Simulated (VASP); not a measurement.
ZnS: single point with PBEsol

ZnS:

```xyz
6
Lattice="1.9198 1.1084 9.4343 -1.9198 1.1084 9.4343 0.0000 -2.2168 9.4343" Properties=species:S:1:pos:R:3 pbc="T T T"
Zn    0.0000    0.0000   28.3022
Zn    0.0000    0.0000    6.2909
Zn    0.0000    0.0000   12.5839
S     0.0000    0.0000    2.3567
S     0.0000    0.0000   14.9395
S     0.0000    0.0000    8.6427
```

- Program: VASP 6.6.1
- Task: single point
- Functional: PBEsol
- Potentials or basis: VASP PAW PBE potentials, release 64 (Zn, S)
- Cutoff: 520 eV
- k mesh: 6 × 6 × 6
- Occupations: methfessel-paxton, width 0.01 eV
- Spin: no spin polarisation
- Dipole correction: no
- Further INCAR settings: ALGO = Normal; EDIFF = 1e-06; NBANDS = 36

The pressure is -2.9 GPa and the largest force is 0.015 eV/Å. The band gap on the k mesh is 1.95 eV.

Forces on the atoms (eV/Å):
```
Zn   0.000  0.000 -0.003
Zn   0.000  0.000 -0.003
Zn   0.000  0.000 -0.015
S    0.000  0.000  0.008
S    0.000  0.000  0.003
S    0.000  0.000  0.011
```

Levels at points of the mesh, in eV from the valence-band top:
```csv
k point,band 25,band 26,band 27,band 28,band 29,band 30
"(0.00, 0.00, 0.00)",-0.06,0.00,0.00,1.95,3.16,3.30
"(0.50, 0.00, 0.00)",-1.88,-1.27,-0.86,3.20,3.77,3.92
"(0.50, 0.50, 0.00)",-1.25,-1.24,-1.23,3.20,3.53,4.13
"(0.50, 0.50, 0.50)",-0.24,-0.23,-0.23,3.01,3.08,3.22
```

Wall time 9.8 min on 1 thread of Intel(R) Xeon(R) 6975P-C (Granite Rapids), with other jobs on the host, peak memory 0.71 GiB.

Caveat: the PAW data sets were made with another functional, which shifts forces and pressure a little. A k mesh can miss the band edges.
